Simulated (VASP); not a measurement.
Wanted: the native input for a VASP 6.6.1 run.

| Property | Result |
| --- | --- |
| Task | single point |
| Functional | PBEsol |
| Potentials or basis | VASP PAW PBE potentials, release 64 (Zr_sv) |
| Cutoff | 520 eV |
| k mesh | 12 × 12 × 7 |
| Occupations | gaussian, width 0.1 eV |
| Spin | no spin polarisation |
| Dipole correction | no |
| Further INCAR settings | ALGO = Normal; EDIFF = 1e-07; NBANDS = 19 |

The structure of Zr lies in POSCAR:

```
Zr
1.0
    3.1834311920      0.0000000000      0.0000000000
   -1.5917155960      2.7569322835      0.0000000000
    0.0000000000      0.0000000000      5.1176265140
Zr
2
Direct
    0.3333333333      0.6666666667      0.2500000000
    0.6666666667      0.3333333333      0.7500000000
```

One way to write it, as run:

INCAR

```
ALGO = Normal ; EDIFF = 1E-7
ENCUT = 520 ; GGA = PS
ISIF = 2 ; ISMEAR = 0
LASPH = T ; LCHARG = T
LELF = T ; LREAL = F
LVHAR = T ; LWAVE = F
NBANDS = 19 ; NELM = 60
PREC = Accurate ; SIGMA = 0.1
```

KPOINTS

```
k-points
0
Gamma
  12 12 7
```

Potentials or basis: VASP PAW PBE potentials, release 64 (Zr_sv).

Run with:

```bash
$ cat potpaw_PBE.64/Zr_sv/POTCAR > POTCAR
$ mpirun -np 1 vasp_std > vasp.out
```

Results of the run:

* Pressure: 0.1 GPa
* Band gap on the k mesh: zero (band 12 reaches 10.15 eV, above the bottom of band 13 at 9.03 eV)

Caveat: the PAW data sets were made with another functional, which shifts forces and pressure a little.

Run time: 35 s on 1 thread of AMD EPYC 7R13, on a shared host, peak memory 0.19 GiB.
